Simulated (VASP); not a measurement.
Here is a VASP 6.6.1 calculation.

INCAR

```
SYSTEM = Hf
PREC = Accurate ; ENCUT = 520
EDIFF = 1E-6 ; ISMEAR = -1
SIGMA = 0.03 ; LREAL = .FALSE.
LASPH = .TRUE. ; NELM = 60
ALGO = Normal ; ISIF = 2
LWAVE = .FALSE. ; LCHARG = .FALSE.
GGA = PE ; NBANDS = 11
```

The input KPOINTS:

```
Automatic mesh
0
G
  13 13 13
  0 0 0
```

The input POSCAR:

```
Hf
1.0
    0.0000000000      2.2273754695      2.2273754695
    2.2273754695      0.0000000000      2.2273754695
    2.2273754695      2.2273754695      0.0000000000
Hf
1
Direct
    0.0000000000      0.0000000000      0.0000000000
```

Potentials or basis: VASP PAW PBE potentials, release 64 (Hf_pv).

The run is started by

```console
$ cat potpaw_PBE.64/Hf_pv/POTCAR > POTCAR
$ mpirun -np 1 vasp_std > vasp.out
```

Question: What does it give for the band gap on the k mesh?

Answer: Zero (band 5 reaches 6.24 eV, above the bottom of band 6 at 4.27 eV).

Question: Estimate the pressure.

Answer: 1.7 GPa.

Caveat: spin-orbit coupling is left out, which moves the levels of the heavy elements.
